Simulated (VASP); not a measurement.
BN:

```xyz
2
Lattice="1.2359 0.7136 3.2025 -1.2359 0.7136 3.2025 0.0000 -1.4271 3.2025" Properties=species:S:1:pos:R:3 pbc="T T T"
B     0.0000    0.0000    9.6049
N     0.0000    0.0000    3.1963
```

* Program: VASP 6.6.1
* Task: relaxation of shape and atoms at fixed volume
* Functional: LDA
* Potentials or basis: VASP PAW LDA potentials, release 64 (B, N)
* Cutoff: 600 eV
* k mesh: 12 × 12 × 12
* Occupations: gaussian, width 0.01 eV
* Spin: no spin polarisation

At the start: pressure 5.7 GPa; volume 8.47 Å³/atom.

Question: How do energy, volume and symmetry change on relaxing?

Answer: Over 5 steps the energy falls by 3.1 meV/atom; space group R3m (No. 160, to 0.1 Å) before and after.

Step by step:
| step | energy change (eV) | largest force (eV/Å) | pressure (GPa) | volume (Å³) |
| --- | --- | --- | --- | --- |
| 1 | 0.0000 | 0.0027 | 5.73 | 16.95 |
| 2 | -0.0062 | 0.0112 | 0.08 | 16.95 |
| 3 | -0.0062 | 0.0106 | 0.45 | 16.95 |
| 4 | -0.0062 | 0.0023 | 0.44 | 16.95 |
| 5 | -0.0062 | 0.0000 | 0.45 | 16.95 |

Final structure:
```
CELL_PARAMETERS angstrom
1.24447 0.71850 3.15874
-1.24447 0.71850 3.15874
0.00000 -1.43699 3.15874
ATOMIC_POSITIONS crystal
B 0.99980 0.99980 0.99980
N 0.33264 0.33264 0.33264
```
